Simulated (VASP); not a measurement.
Write the native input for VASP 6.6.1 that does the following.

- Task: single point
- Functional: PBE
- Potentials or basis: VASP PAW PBE potentials, release 64 (C)
- Cutoff: 520 eV
- k mesh: 10 × 10 × 3
- Occupations: fermi-dirac, width 0.1 eV
- Spin: no spin polarisation
- Dipole correction: no
- Further INCAR settings: ALGO = Normal; EDIFF = 1e-06; NBANDS = 26

The structure of C lies in POSCAR:

```
C
1.0
    2.5180806136      0.0000000000      0.0000000000
   -1.2590403068      2.1807217801      0.0000000000
    0.0000000000      0.0000000000      8.3045048099
C
8
Direct
    0.0000000000      0.0000000000      0.0929737911
    0.0000000000      0.0000000000      0.5929737911
    0.0000000000      0.0000000000      0.4070262089
    0.0000000000      0.0000000000      0.9070262089
    0.3333333333      0.6666666667      0.1555306662
    0.6666666667      0.3333333333      0.6555306662
    0.3333333333      0.6666666667      0.3444693338
    0.6666666667      0.3333333333      0.8444693338
```

The input as run:

INCAR

```
PREC = Accurate
ENCUT = 520
EDIFF = 1E-6
ISMEAR = -1
SIGMA = 0.1
LREAL = F
LASPH = T
NELM = 80
ALGO = Normal
ISIF = 2
LWAVE = F
LCHARG = F
GGA = PE
NBANDS = 26
```

KPOINTS

```
Automatic mesh
0
Gamma
  10 10 3
```

Potentials or basis: VASP PAW PBE potentials, release 64 (C).

Command:

```sh
$ cat potpaw_PBE.64/C/POTCAR > POTCAR
$ mpirun -np 1 vasp_std > vasp.out
```

It gave:

* Pressure: 0.6 GPa
* Largest force: 0.004 eV/Å
* Band gap on the k mesh: 4.53 eV, indirect (least direct gap 5.29 eV)

It took 26 s on 1 thread of Intel(R) Xeon(R) Platinum 8259CL CPU @ 2.50GHz (Skylake/Cascade Lake), with other jobs on the host, peak memory 0.16 GiB.
